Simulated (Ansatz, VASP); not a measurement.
KI in VASP and in Ansatz

File INCAR:

```
SYSTEM = KI
  ALGO = Normal
  EDIFF = 1E-6
  ENCUT = 520
  GGA = PS
  ISIF = 2
  ISMEAR = 0
  LASPH = .True.
  LCHARG = .False.
  LREAL = .False.
  LWAVE = .False.
  NBANDS = 15
  NELM = 80
  PREC = Accurate
  SIGMA = 0.05
```

Contents of KPOINTS:

```
k-points
0
Gamma
  6 6 6
  0 0 0
```

The input POSCAR:

```
KI
1.0
    4.6344923928      0.0000000000      0.0000000000
    0.0000000000      4.6344923928      0.0000000000
    0.0000000000      0.0000000000      4.6344923928
K I
1 1
Direct
    0.0000000000      0.0000000000      0.0000000000
    0.5000000000      0.5000000000      0.5000000000
```

Input for Ansatz:

```yaml
crystal:
  lattice:
    - [4.6344923928, 0.0, 0.0]
    - [0.0, 4.6344923928, 0.0]
    - [0.0, 0.0, 4.6344923928]
  atoms:
    - { symbol: K, position: [0.0, 0.0, 0.0] }
    - { symbol: I, position: [0.5, 0.5, 0.5] }
basis:
  ecutwfc: 420
kpoints:
  mp_grid: { grid: [6, 6, 6] }
hamiltonian:
  xc: pbesol
scf:
  occupations: { method: gaussian, width: 0.05 }
output:
  forces: true
  stress: true
  eigenvalues: true
```

Change from the starting cell: strain +0.080 along x and y, +0.080 along z, atoms carried along.

Alike in both runs: task single point; functional PBEsol; k mesh 6 × 6 × 6; occupations gaussian, width 0.05 eV; no spin polarisation.

|  | VASP | Ansatz |
| --- | --- | --- |
| version | VASP 6.6.1 | Ansatz 0.2.0 |
| potentials or method | VASP PAW PBE potentials, release 64 (K_sv, I), cutoff 520 eV | scalar-relativistic, plane waves, PAW |
| valence electrons in the cell | 16 | 26 |

```csv
,VASP,Ansatz,Ansatz less VASP
gap on the k mesh at the Fermi level (eV),2.76,2.76,+0.002
least direct gap on the mesh (eV),3.01,3.01,+0.002
pressure (GPa),-2.0,-2.1,-0.02
```

VASP's potentials were made for PBE, not for PBEsol. VASP's potentials hold 16 valence electrons a cell and Ansatz's 26, so a difference there can come from the potentials and not from the codes.

Neither program's run includes spin-orbit coupling.
